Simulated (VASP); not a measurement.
HfN: single point with PBEsol

Crystal: HfN.

```xyz
4
Lattice="2.2509 2.2509 0.0000 -2.2509 2.2509 0.0000 0.0000 0.0000 4.2992" Properties=species:S:1:pos:R:3 pbc="T T T"
Hf    0.0000    0.0000    0.0000
Hf    0.0000    2.2509    2.1496
N     0.0000    2.2509    0.0000
N     0.0000    0.0000    2.1496
```

This cell differs from its parent crystal: strain along c alone, the other axes held: -4.5 %.

```yaml
Program: VASP 6.6.1
Task: single point
Functional: PBEsol
Potentials_or_basis: VASP PAW PBE potentials, release 64 (Hf_pv, N)
Cutoff: 520 eV
k_mesh: 16 × 16 × 12
Occupations: gaussian, width 0.1 eV
Spin: no spin polarisation
Dipole_correction: no
Further_INCAR_settings: ALGO = Normal; EDIFF = 1e-06; NBANDS = 23
```

```
Pressure               : 13.8 GPa
Band gap on the k mesh : zero (bands 15 and 16 overlap by 6.93 eV)
```

Stress tensor (GPa, compression positive):
```
 3.01  0.00  0.00
 0.00  3.01  0.00
 0.00  0.00 35.44
```

Levels at points of the mesh, in eV from the Fermi level:
```tsv
k point	band 12	band 13	band 14	band 15	band 16	band 17	band 18	band 19
(0.00, 0.00, 0.00)	-3.84	-3.15	-3.15	-2.85	-0.58	-0.58	-0.04	1.48
(0.50, 0.00, 0.00)	-6.06	-5.07	-5.07	1.68	1.68	2.14	2.14	3.29
(0.50, 0.50, 0.00)	-4.06	-3.75	-3.75	-3.43	-3.43	4.16	4.16	5.65
(0.00, 0.00, 0.50)	-4.19	-4.19	-4.19	-2.61	-2.61	2.89	2.89	3.12
(0.50, 0.00, 0.50)	-6.52	-6.48	-6.48	3.49	3.49	3.94	3.94	4.22
(0.50, 0.50, 0.50)	-5.77	-5.77	-5.77	1.70	1.70	1.70	1.70	5.62
```

It took 4.4 min on 1 thread of Intel Xeon 8259CL (shared host), peak memory 0.37 GiB.

Caveat: the cell differs from its parent crystal (strain along c alone, the other axes held: -4.5 %); the cell stands under pressure; the PAW data sets were made with another functional, which shifts forces and pressure a little; spin-orbit coupling is left out, which moves the levels of the heavy elements.
